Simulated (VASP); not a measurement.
A run of VASP 6.6.1 is set up as follows.

INCAR

```
SYSTEM = CaB15N16
ALGO = Normal ; EDIFF = 1E-7
ENCUT = 520 ; GGA = PE
ISIF = 2 ; ISMEAR = 0
LASPH = .TRUE. ; LCHARG = .FALSE.
LREAL = Auto ; LWAVE = .FALSE.
NBANDS = 90 ; NELECT = 134.0
NELM = 80 ; PREC = Accurate
SIGMA = 0.01
```

Contents of KPOINTS:

```
Automatic mesh
0
Gamma
  1 1 1
  0.25 0.25 0.25
```

Contents of POSCAR:

```
CaB15N16
1.0
   -3.6241103800      3.6241103800     -3.6241103800
    3.6241103800      3.6241103800      3.6241103800
    3.6241103800     -3.6241103800     -3.6241103800
B Ca N
15 1 16
Direct
   -0.0117506330     -0.0089258129     -0.0031318619
   -0.0119779456      0.2500917803      0.7563599609
    0.0047763955      0.5085412124      0.4978504125
   -0.0122131980      0.7433966196      0.2384445817
    0.2398013349     -0.0078305166      0.7576820661
    0.2466873877      0.5082420421      0.2559228050
    0.2499532312      0.7498135489      0.0008211757
    0.5067042954     -0.0082764315      0.4904977681
    0.5051879479      0.2495162467      0.2385631645
    0.4977293797      0.5078933090      0.0156081148
    0.4939814459      0.7562030692      0.7450304294
    0.7466198899     -0.0086606957      0.2390776439
    0.7419273925      0.2498054147     -0.0071979302
    0.7644591648      0.5074203057      0.7482639261
    0.7498863568      0.7497938761      0.5007467584
    0.2963704775      0.2497521916      0.5472112795
   -0.0416001877     -0.0416817294      0.2086002886
   -0.0068712267      0.2497019650      0.0105879992
    0.0091241948      0.5038819872      0.7532249292
   -0.0061799135      0.7532556602      0.4982605794
    0.2482816073     -0.0042858778      0.0058761578
    0.2332885406      0.2504816542      0.8248344696
    0.2492512108      0.5412585973      0.5007244374
    0.2474868173      0.7527921635      0.2446604587
    0.4974032650      0.0105632157      0.7480740366
    0.5733321539      0.2491155919      0.4834666531
    0.5021977960      0.5035751106      0.2601900621
    0.4908144246      0.7468235670     -0.0046475886
    0.7555968487     -0.0039629811      0.4992834352
    0.7598412894      0.2498979135      0.2441029371
    0.7364635065      0.4890498764     -0.0124959933
    0.7439392837      0.7463367666      0.7412045089
```

Potentials or basis: VASP PAW PBE potentials, release 64 (B, Ca_sv, N).

The run is started by

```sh
$ cat potpaw_PBE.64/B/POTCAR potpaw_PBE.64/Ca_sv/POTCAR potpaw_PBE.64/N/POTCAR > POTCAR
$ mpirun -np 1 vasp_std > vasp.out
```

**Question.** Predict the largest force.

**Answer.** 0.130 eV/Å.

Forces on the atoms (eV/Å):
```
B   -0.004  0.017  0.003
B    0.008 -0.015  0.022
B    0.003 -0.021  0.003
B   -0.010 -0.011 -0.012
B   -0.021 -0.004 -0.006
B   -0.021  0.007  0.004
B   -0.003  0.001  0.000
B   -0.004 -0.020 -0.010
B   -0.008  0.014  0.017
B    0.004  0.018 -0.010
B    0.008  0.011 -0.016
B    0.023 -0.005  0.002
B   -0.002  0.002 -0.008
B    0.023  0.003 -0.008
B   -0.001  0.003  0.001
Ca   0.002  0.001  0.041
N   -0.018 -0.039  0.031
N   -0.003  0.006 -0.007
N   -0.014  0.002  0.002
N   -0.005  0.005  0.001
N    0.017 -0.001  0.002
N    0.079 -0.090 -0.051
N    0.022  0.036  0.031
N    0.008 -0.007  0.004
N   -0.002 -0.010  0.003
N   -0.079  0.091 -0.045
N    0.001 -0.012  0.003
N   -0.008  0.006  0.005
N   -0.002  0.008  0.004
N    0.004 -0.005 -0.006
N    0.000  0.009  0.003
N    0.005 -0.005  0.000
```

Caveat: the k points lie up to 1.23 Å⁻¹ apart, too coarse for converged energies, forces and pressures; the cell carries a net charge on a neutralising background, which shifts energy and pressure.
